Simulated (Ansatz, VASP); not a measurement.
## Two plane-wave programs on GaAs

POSCAR

```
GaAs
1.0
    0.0000000000      2.8330831910      2.8330831910
    2.8330831910      0.0000000000      2.8330831910
    2.8330831910      2.8330831910      0.0000000000
Ga As
1 1
Direct
    0.0000000000      0.0000000000      0.0000000000
    0.2500000000      0.2500000000      0.2500000000
```

INCAR.step1

```
SYSTEM = GaAs
PREC     = Accurate       ! precision mode
ENCUT    = 520            ! plane-wave cutoff, eV
EDIFF    = 1E-5           ! SCF threshold, eV
ISMEAR   = 0              ! smearing method
SIGMA    = 0.01           ! smearing width, eV
LREAL    = .FALSE.        ! projectors in reciprocal space
LASPH    = .TRUE.         ! aspherical terms in the spheres
NELM     = 100            ! most SCF steps
ALGO     = Normal         ! electronic algorithm
ISIF     = 2              ! what is computed and relaxed
LWAVE    = .TRUE.         ! write WAVECAR
LCHARG   = .FALSE.        ! write CHGCAR
NBANDS   = 16             ! bands
GGA      = PE             ! functional
```

Contents of INCAR.step2:

```
SYSTEM = GaAs
PREC     = Accurate       ! precision mode
ENCUT    = 520            ! plane-wave cutoff, eV
EDIFF    = 1E-6           ! SCF threshold, eV
ISMEAR   = 0              ! smearing method
SIGMA    = 0.01           ! smearing width, eV
LREAL    = .FALSE.        ! projectors in reciprocal space
LASPH    = .TRUE.         ! aspherical terms in the spheres
NELM     = 100            ! most SCF steps
ALGO     = Normal         ! electronic algorithm
ISIF     = 2              ! what is computed and relaxed
LWAVE    = .FALSE.        ! write WAVECAR
LCHARG   = .FALSE.        ! write CHGCAR
GGA      = PE             ! functional
LHFCALC  = .TRUE.         ! exact exchange
AEXX     = 0.1            ! exact-exchange fraction
PRECFOCK = Normal       
NBANDS   = 16             ! bands
ISTART   = 1
```

Contents of KPOINTS:

```
Automatic mesh
0
G
  4 4 4
  0 0 0
```

Input for Ansatz:

```yaml
crystal:
  lattice:
    - [0.0, 2.833083191, 2.833083191]
    - [2.833083191, 0.0, 2.833083191]
    - [2.833083191, 2.833083191, 0.0]
  atoms:
    - { symbol: Ga, position: [0.0, 0.0, 0.0] }
    - { symbol: As, position: [0.25, 0.25, 0.25] }
kpoints:
  mp_grid: { grid: [4, 4, 4] }
hamiltonian:
  xc: { exchange: pbe, correlation: pbe, exx: { coeff: 0.1 } }
scf:
  occupations: { method: fixed }
  n_extra_bands: 4
output:
  forces: true
  stress: true
  eigenvalues: true
```

Alike in both runs: task single point; functional PBE-based global hybrid; k mesh 4 × 4 × 4; no spin polarisation.

```csv
,VASP,Ansatz
version,VASP 6.6.1,Ansatz 0.2.0
potentials or method,"VASP PAW PBE potentials, release 64 (Ga_d, As)",plane waves
plane-wave cutoff (eV),520,420
occupations,"gaussian, width 0.01 eV",fixed
valence electrons in the cell,18,28
```

```tsv
	VASP	Ansatz	Ansatz less VASP
gap on the k mesh at the Fermi level (eV)	1.11	1.08	-0.026
pressure (GPa)	2.1	2.1	-0.07
```

VASP's potentials were made for PBE, not for PBE-based global hybrid. VASP's potentials hold 18 valence electrons a cell and Ansatz's 28, so a difference there can come from the potentials and not from the codes. Ansatz's warnings: stress exchange threshold loose, stress scf threshold loose.

The k mesh is coarse, so the values compare programs but aren't converged.
